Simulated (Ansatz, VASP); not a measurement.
## One calculation of Nb, two programs

```
CELL_PARAMETERS angstrom
-1.63531 1.63531 1.63531
1.63531 -1.63531 1.63531
1.63531 1.63531 -1.63531
ATOMIC_POSITIONS crystal
Nb 0.00000 0.00000 0.00000
```

Alike in both runs: functional PBEsol; k mesh 23 × 23 × 23; no spin polarisation.

Ansatz relaxed the structure, and its values are those at the end. VASP's run is a single point on that final structure, the one shown.

|  | VASP | Ansatz |
| --- | --- | --- |
| version | VASP 6.6.1 | Ansatz 0.2.0 |
| potentials or method | VASP PAW PBE potentials, release 64 (Nb_sv) | plane-wave PAW, scalar-relativistic |
| plane-wave cutoff (eV) | 520 | 420 |
| occupations | methfessel-paxton of order 1, width 0.1 eV | cold, width 0.1 eV |
| valence electrons in the cell | 13 | 13 |

|  | VASP | Ansatz | Ansatz less VASP |
| --- | --- | --- | --- |
| pressure (GPa) | -0.3 | 0.0 | +0.33 |

VASP's potentials were made for PBE, not for PBEsol.
